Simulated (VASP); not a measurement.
# CuAu (P4/mmm) in VASP: further runs

CuAu is run at these levels: RPBE, PBEsol, PBE, LDA; tasks: single point.

All numbers are computed with VASP 6.6.1; they aren't measurements. Logs are shortened: lines on timing, memory, paths and dates and some standing lists are left out, and cuts for length are marked.

### 1 The cell of the first run

Symmetry: P4/mmm, No. 123, tetragonal system. Conventional cell: a = 2.800 Å, b = 2.800 Å, c = 3.670 Å, α = 90.00°, β = 90.00°, γ = 90.00°. Cu (site symmetry 4/mmm) has 8 Au at 2.70 Å and 4 Cu at 2.80 Å within 3.6 Å. Within 3.6 Å of Au (site symmetry 4/mmm) lie 8 Cu at 2.70 Å and 4 Au at 2.80 Å.

### 2 Single point, RPBE

INCAR reads:

```
ALGO = Normal ; EDIFF = 1E-6
ENCUT = 520 ; GGA = RP
ISIF = 2 ; ISMEAR = 0
LASPH = T ; LCHARG = F
LREAL = F ; LWAVE = F
NBANDS = 18 ; NELM = 60
PREC = Accurate ; SIGMA = 0.1
```

KPOINTS reads:

```
k-points
0
Gamma
  6 6 4
```

POSCAR reads:

```
CuAu
1.0
    2.8000000000      0.0000000000      0.0000000000
    0.0000000000      2.8000000000      0.0000000000
    0.0000000000      0.0000000000      3.6700000000
Cu Au
1 1
Direct
    0.5000000000      0.5000000000      0.5000000000
    0.0000000000      0.0000000000      0.0000000000
```

Potentials or basis: VASP PAW PBE potentials, release 64 (Cu, Au).

The run is started by

```console
$ cat potpaw_PBE.64/Cu/POTCAR potpaw_PBE.64/Au/POTCAR > POTCAR
$ mpirun -np 1 vasp_std > vasp.out
```

OUTCAR:

```text
EDIFF = 1E-6
   ENCUT = 520
   GGA = RP
   ISIF = 2
   ISMEAR = 0
   LASPH = T
   LREAL = F
   NELM = 60
   PREC = Accurate

 ion  position               nearest neighbor table
   1  0.500  0.500  0.500-   2 2.70   2 2.70   2 2.70   2 2.70   2 2.70   2 2.70   2 2.70   2 2.70

   2  0.000  0.000  0.000-   1 2.70   1 2.70   1 2.70   1 2.70   1 2.70   1 2.70   1 2.70   1 2.70

  LATTYP: Found a simple tetragonal cell.
 ALAT       =     2.8000000000
 C/A-ratio  =     1.3107142857

  Lattice vectors:

 A1 = (   2.8000000000,   0.0000000000,   0.0000000000)
 A2 = (   0.0000000000,   2.8000000000,   0.0000000000)
 A3 = (   0.0000000000,   0.0000000000,   3.6700000000)

Analysis of symmetry for initial positions (statically):
=====================================================================
 Subroutine PRICEL returns:
 Original cell was already a primitive cell.

 Routine SETGRP: Setting up the symmetry group for a
 simple tetragonal supercell.

 Subroutine GETGRP returns: Found 16 space group operations
 (whereof 16 operations were pure point group operations)
 out of a pool of 16 trial point group operations.

The static configuration has the point symmetry D_4h.

Analysis of symmetry for dynamics (positions and initial velocities):
=====================================================================
 Subroutine PRICEL returns:
 Original cell was already a primitive cell.

 Routine SETGRP: Setting up the symmetry group for a
 simple tetragonal supercell.

 Subroutine GETGRP returns: Found 16 space group operations
 (whereof 16 operations were pure point group operations)
 out of a pool of 16 trial point group operations.

The dynamic configuration has the point symmetry D_4h.

 Subroutine INISYM returns: Found 16 space group operations
 (whereof 16 operations are pure point group operations),
 and found     1 'primitive' translations

----------------------------------------------------------------------------------------

                                     Primitive cell

  volume of cell :      28.7728

  direct lattice vectors                    reciprocal lattice vectors
     2.800000000  0.000000000  0.000000000     0.357142857  0.000000000  0.000000000
     0.000000000  2.800000000  0.000000000     0.000000000  0.357142857  0.000000000
     0.000000000  0.000000000  3.670000000     0.000000000  0.000000000  0.272479564

  length of vectors
     2.800000000  2.800000000  3.670000000     0.357142857  0.357142857  0.272479564

  position of ions in fractional coordinates (direct lattice)
     0.500000000  0.500000000  0.500000000
     0.000000000  0.000000000  0.000000000

  ion indices of the primitive-cell ions
   primitive index   ion index
                 1           1
                 2           2

----------------------------------------------------------------------------------------

 KPOINTS: k-points

Automatic generation of k-mesh.
 Grid dimensions read from file:
 generate k-points for:    6    6    4

 Generating k-lattice:

  Cartesian coordinates                     Fractional coordinates (reciprocal lattice)
     0.059523810  0.000000000  0.000000000     0.166666667  0.000000000  0.000000000
     0.000000000  0.059523810  0.000000000     0.000000000  0.166666667  0.000000000
     0.000000000  0.000000000  0.068119891     0.000000000  0.000000000  0.250000000

  Length of vectors
     0.059523810  0.059523810  0.068119891

  Shift w.r.t. Gamma in fractional coordinates (k-lattice)
     0.000000000  0.000000000  0.000000000

 Subroutine IBZKPT returns following result:
 ===========================================

 Found     30 irreducible k-points:

 Following reciprocal coordinates:
            Coordinates               Weight
  0.000000  0.000000  0.000000      1.000000
  0.166667  0.000000  0.000000      4.000000
  0.333333  0.000000  0.000000      4.000000
  0.500000  0.000000  0.000000      2.000000
  0.166667  0.166667  0.000000      4.000000
  0.333333  0.166667  0.000000      8.000000
[... 16 lines left out ...]
  0.333333  0.000000  0.500000      4.000000
  0.500000  0.000000  0.500000      2.000000
 [... further k-points ...]
   k-points           NKPTS =     30   k-points in BZ     NKDIM =     30   number of bands    NBANDS=     18
   number of dos      NEDOS =    301   number of ions     NIONS =      2
   total plane-waves  NPLWV =  16128
   dimension x,y,z NGX =    24 NGY =   24 NGZ =   28
   dimension x,y,z NGXF=    48 NGYF=   48 NGZF=   56
   ions per type =               1   1
   NGX,Y,Z   is equivalent  to a cutoff of  14.25, 14.25, 12.68 a.u.
   NGXF,Y,Z  is equivalent  to a cutoff of  28.50, 28.50, 25.37 a.u.
 SYSTEM =  unknown system
   PREC   = accura    normal or accurate (medium, high low for compatibility)
   ISTART =      0    job   : 0-new  1-cont  2-samecut
   ICHARG =      2    charge: 1-file 2-atom 10-const
   ISPIN  =      1    spin polarized calculation?
   LNONCOLLINEAR =      F non collinear calculations
   LSORBIT =      F    spin-orbit coupling
   LASPH  =      T    aspherical Exc in radial PAW
   ENCUT  =  520.0 eV  38.22 Ry    6.18 a.u.   5.21  5.21  6.82*2*pi/ulx,y,z
   NELM   =     60;   NELMIN=  2; NELMDL= -5     # of ELM steps
   EDIFF  = 0.1E-05   stopping-criterion for ELM
   LREAL  =      F    real-space projection
   EDIFFG = 0.1E-04   stopping-criterion for IOM
   NSW    =      0    number of steps for IOM
   IBRION =     -1    ionic relax: 0-MD 1-quasi-New 2-CG
   NFREE  =      0    steps in history (QN), initial steepest desc. (CG)
   ISIF   =      2    stress and relaxation
   ISYM   =      2    0-nonsym 1-usesym 2-fastsym
   POTIM  = 0.5000    time-step for ionic-motion
   TEBEG  =    0.0;   TEEND  =   0.0 temperature during run
   PSTRESS=    0.0 pullay stress
   NELECT =      22.0000    total number of electrons
   NUPDOWN=      -1.0000    fix difference up-down
   EMIN   =  10.00;   EMAX   =-10.00  energy-range for DOS
   EFERMI =   0.00;   METHOD = LEGACY
   ISMEAR =     0;   SIGMA  =   0.10  broadening in eV -4-tet -1-fermi 0-gaus
   EFERMI_NEDOS =   21; number of points for ismear=-14 and -15
   IALGO  =     38    algorithm
   IMIX   =      4    mixing-type and parameters
     AMIX     =   0.40;   BMIX     =  1.00
     AMIX_MAG =   1.60;   BMIX_MAG =  1.00
  volume/ion in A,a.u.               =      14.39        97.08
  Fermi-wavevector in a.u.,A,eV,Ry     =   1.497000  2.828919 30.490762  2.241008
  Thomas-Fermi vector in A             =   2.608944
   LORBIT       =      0    0 simple, 1 ext, 2 COOP (PROOUT), +10 PAW based schemes
   GGA     = RP    functional components
   LHFCALC =     F    Hartree Fock is set to
   AEXX    =    0.0000 exact exchange contribution
   IVDW    =     0    specifies the selected vdW correction
   LEPSILON=     F    determine dielectric tensor
   LRPA    =     F    only Hartree local field effects (RPA)
 non-spin polarized calculation
 Gauss-broadening in eV      SIGMA  =   0.10
  energy-cutoff  :      520.00
  volume of cell :       28.77
 maximum number of plane-waves:       800
 NGX is ok and might be reduce to    24
   NGX = 11   NGY = 11   NGZ = 13

 number of electron      22.0000009 magnetization

 Free energy of the ion-electron system (eV)
  ---------------------------------------------------
  ext. energy  EPLUGINS =         0.00000000
  ---------------------------------------------------
  free energy    TOTEN  =        -5.89244860 eV

  energy without entropy =       -5.88373272  energy(sigma->0) =       -5.88809066

 E-fermi :   9.0583     XC(G=0): -12.6279

 val. band max:        9.0252336770   @ k =   0.5000   0.1667   0.2500
 cond. band min:       9.0650929607   @ k =   0.3333   0.1667   0.5000
 fundamental gap:      0.0398592837
 Fermi energy:         9.0583454524

 k-point     1 :       0.0000    0.0000    0.0000
  band No.  band energies     occupation
      1      -0.8235      2.00000
      2       2.3344      2.00000
      3       2.4836      2.00000
      4       4.9165      2.00000
      5       4.9165      2.00000
      6       5.9980      2.00000
[... 10 lines left out ...]
     17      25.9951      0.00000
     18      26.4241      0.00000

 k-point     2 :       0.1667    0.0000    0.0000
  band No.  band energies     occupation
      1      -0.1911      2.00000
      2       2.5892      2.00000
      3       2.9114      2.00000
      4       4.5316      2.00000
      5       5.0646      2.00000
      6       5.7244      2.00000
[... 10 lines left out ...]
     17      26.3806      0.00000
     18      28.3257      0.00000

 k-point     3 :       0.3333    0.0000    0.0000
  band No.  band energies     occupation
      1       1.3213      2.00000
      2       3.0975      2.00000
      3       3.7666      2.00000
      4       4.0156      2.00000
      5       5.1624      2.00000
      6       5.4344      2.00000
[... 10 lines left out ...]
     17      23.5920      0.00000
     18      26.4537      0.00000

 k-point     4 :       0.5000    0.0000    0.0000
  band No.  band energies     occupation
      1       2.2528      2.00000
      2       3.4108      2.00000
      3       3.5975      2.00000
      4       4.4976      2.00000
      5       4.8878      2.00000
      6       5.7005      2.00000
[... 375 lines left out ...]
      4       5.1428      2.00000
      5       5.1585      2.00000
      6       5.2139      2.00000
[... 10 lines left out ...]
     17      24.7902      0.00000
     18      27.5544      0.00000

 k-point    23 :       0.3333    0.0000    0.5000
  band No.  band energies     occupation
      1       2.1607      2.00000
      2       2.2890      2.00000
      3       4.7996      2.00000
      4       4.8790      2.00000
      5       4.9781      2.00000
      6       5.1514      2.00000
[... 10 lines left out ...]
     17      25.9989      0.00000
     18      27.3514      0.00000

 k-point    24 :       0.5000    0.0000    0.5000
  band No.  band energies     occupation
      1       1.9926      2.00000
      2       2.3131      2.00000
      3       4.4815      2.00000
      4       4.8956      2.00000
      5       4.9099      2.00000
      6       6.3192      2.00000
[... 10 lines left out ...]
     17      25.4228      0.00000
     18      28.1659      0.00000

 [... further k-points ...]
[... 5 lines left out ...]
  --------------------------------------------------------------------------------------
  -------------------------------------------------------------------------------------
  Total        2.2835137      2.2835137      1.6635444      0.0000000     -0.0000000      0.0000000
  in kB      127.1546006    127.1546006     92.6323840      0.0000000     -0.0000000      0.0000000
  external PRESSURE =     115.6471950 kB  Pullay stress =       0.0000000 kB

 VOLUME and BASIS-vectors are now :
 -----------------------------------------------------------------------------
  energy-cutoff  :      520.00
  volume of cell :       28.77
      direct lattice vectors                 reciprocal lattice vectors
     2.800000000  0.000000000  0.000000000     0.357142857  0.000000000  0.000000000
     0.000000000  2.800000000  0.000000000     0.000000000  0.357142857  0.000000000
     0.000000000  0.000000000  3.670000000     0.000000000  0.000000000  0.272479564

 POSITION                                       TOTAL-FORCE (eV/Angst)
 -----------------------------------------------------------------------------------
      1.40000      1.40000      1.83500         0.000000      0.000000      0.000000
      0.00000      0.00000      0.00000         0.000000      0.000000      0.000000
 -----------------------------------------------------------------------------------
    total drift:                                0.000000      0.000000     -0.000000

  FREE ENERGIE OF THE ION-ELECTRON SYSTEM (eV)
  ---------------------------------------------------
  free  energy   TOTEN  =        -5.8924486048 eV

  energy  without entropy=       -5.8837327211  energy(sigma->0) =       -5.88809066
```

It took 6.7 s on 1 thread of Intel Xeon 6975P-C (Granite Rapids), shared host; peak memory 0.15 GiB.

What came out:

```yaml
Free_energy: -5.8924 eV
Pressure: 11.6 GPa
Band_gap_on_the_k_mesh: zero (band 11 reaches 14.54 eV, above the bottom of band 12 at 7.05 eV)
```

Stress tensor (GPa, compression positive):
```
12.72  0.00  0.00
 0.00 12.72  0.00
 0.00  0.00  9.26
```

Levels at points of the mesh, in eV from the Fermi level:
| k point | band 7 | band 8 | band 9 | band 10 | band 11 | band 12 | band 13 | band 14 | band 15 | band 16 |
| --- | --- | --- | --- | --- | --- | --- | --- | --- | --- | --- |
| (0.00, 0.00, 0.00) | -2.88 | -2.18 | -1.73 | -1.50 | -1.50 | 2.09 | 8.15 | 10.08 | 10.08 | 16.79 |
| (0.50, 0.00, 0.00) | -3.07 | -3.01 | -2.44 | -2.22 | -0.88 | -0.15 | 9.47 | 9.54 | 11.44 | 11.48 |
| (0.50, 0.50, 0.00) | -1.69 | -1.67 | -1.40 | -1.40 | 0.63 | 0.63 | 5.21 | 6.99 | 10.15 | 11.66 |
| (0.00, 0.00, 0.50) | -3.26 | -2.81 | -2.38 | -2.36 | -2.36 | -2.01 | 14.35 | 14.66 | 14.66 | 15.16 |
| (0.50, 0.00, 0.50) | -1.89 | -1.75 | -1.62 | -1.59 | -1.10 | -1.10 | 2.72 | 4.48 | 15.87 | 16.26 |
| (0.50, 0.50, 0.50) | -3.23 | -2.17 | -1.69 | -1.66 | 5.48 | 5.52 | 5.52 | 6.28 | 6.89 | 7.06 |

Caveat: the k points lie up to 0.43 Å⁻¹ apart; the PAW data sets were made with another functional, which shifts forces and pressure a little; spin-orbit coupling is left out, which moves the levels of the heavy elements.

### 3 Single point, PBEsol

INCAR reads:

```
SYSTEM = CuAu
PREC     = Accurate       ! precision mode
ENCUT    = 520            ! plane-wave cutoff, eV
EDIFF    = 1E-6           ! SCF threshold, eV
ISMEAR   = 0              ! smearing method
SIGMA    = 0.1            ! smearing width, eV
LREAL    = .False.        ! projectors in reciprocal space
LASPH    = .True.         ! aspherical terms in the spheres
NELM     = 80             ! most SCF steps
ALGO     = Normal         ! electronic algorithm
ISIF     = 2              ! what is computed and relaxed
LWAVE    = .False.        ! write WAVECAR
LCHARG   = .True.         ! write CHGCAR
GGA      = PS             ! functional
LELF     = .True.         ! ELF
LVHAR    = .True.       
NBANDS   = 18             ! bands
```

KPOINTS reads:

```
regular mesh
0
Gamma
  6 6 4
  0 0 0
```

POSCAR is that of step 2.

Potentials or basis: VASP PAW PBE potentials, release 64 (Cu, Au).

The run is started by

```console
$ cat potpaw_PBE.64/Cu/POTCAR potpaw_PBE.64/Au/POTCAR > POTCAR
$ mpirun -np 1 vasp_std > vasp.out
```

It took 6.8 s on 1 thread of Intel Xeon 6975P-C (Granite Rapids), shared host; peak memory 0.15 GiB.

It converged, with:

- Free energy: -8.3084 eV
- Pressure: -1.4 GPa
- Band gap on the k mesh: zero (band 11 reaches 14.10 eV, above the bottom of band 12 at 6.73 eV)

Stress tensor (GPa, compression positive):
```
-0.35  0.00  0.00
 0.00 -0.35  0.00
 0.00  0.00 -3.53
```

Levels at points of the mesh, in eV from the Fermi level:
```csv
k point,band 9,band 10,band 11,band 12,band 13,band 14
"(0.00, 0.00, 0.00)",-1.69,-1.46,-1.46,2.04,8.11,10.02
"(0.50, 0.00, 0.00)",-2.42,-2.21,-0.86,-0.13,9.43,9.52
"(0.50, 0.50, 0.00)",-1.36,-1.36,0.59,0.59,5.19,6.94
"(0.00, 0.00, 0.50)",-2.36,-2.34,-2.34,-1.99,14.38,14.63
"(0.50, 0.00, 0.50)",-1.59,-1.55,-1.14,-1.14,2.71,4.45
"(0.50, 0.50, 0.50)",-1.63,-1.63,5.39,5.49,5.49,6.21
```

Caveat: the k points lie up to 0.43 Å⁻¹ apart; the PAW data sets were made with another functional, which shifts forces and pressure a little; spin-orbit coupling is left out, which moves the levels of the heavy elements.

(Part 1 of 2 ends here.)
